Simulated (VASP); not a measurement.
Here is a VASP 6.6.1 calculation.

Contents of INCAR:

```
SYSTEM = WAu
  PREC = Accurate
  ENCUT = 520
  EDIFF = 1E-6
  ISMEAR = 0
  SIGMA = 0.1
  LREAL = .False.
  LASPH = .True.
  NELM = 100
  ALGO = Fast
  ISIF = 2
  LWAVE = .False.
  LCHARG = .True.
  GGA = PE
  LELF = .True.
  LVHAR = .True.
  NBANDS = 20
```

The input KPOINTS:

```
Automatic mesh
0
Gamma
  20 20 14
  0 0 0
```

POSCAR

```
WAu
1.0
    2.7711259797      0.0000000000      0.0000000000
    0.0000000000      2.7711259797      0.0000000000
    0.0000000000      0.0000000000      4.3287631764
W Au
1 1
Direct
    0.5000000000      0.5000000000      0.5000000000
    0.0000000000      0.0000000000      0.0000000000
```

Potentials or basis: VASP PAW PBE potentials, release 64 (W_sv, Au).

The run is started by

```bash
$ cat potpaw_PBE.64/W_sv/POTCAR potpaw_PBE.64/Au/POTCAR > POTCAR
$ mpirun -np 1 vasp_std > vasp.out
```

**Question.** Predict the pressure.

**Answer.** 0.0 GPa.

**Question.** Predict the band gap on the k mesh.

**Answer.** Zero (an odd number of electrons rules out a gap without spin polarisation).

Stress tensor (GPa, compression positive):
```
 0.05  0.00  0.00
 0.00  0.05  0.00
 0.00  0.00 -0.03
```

Caveat: spin-orbit coupling is left out, which moves the levels of the heavy elements.
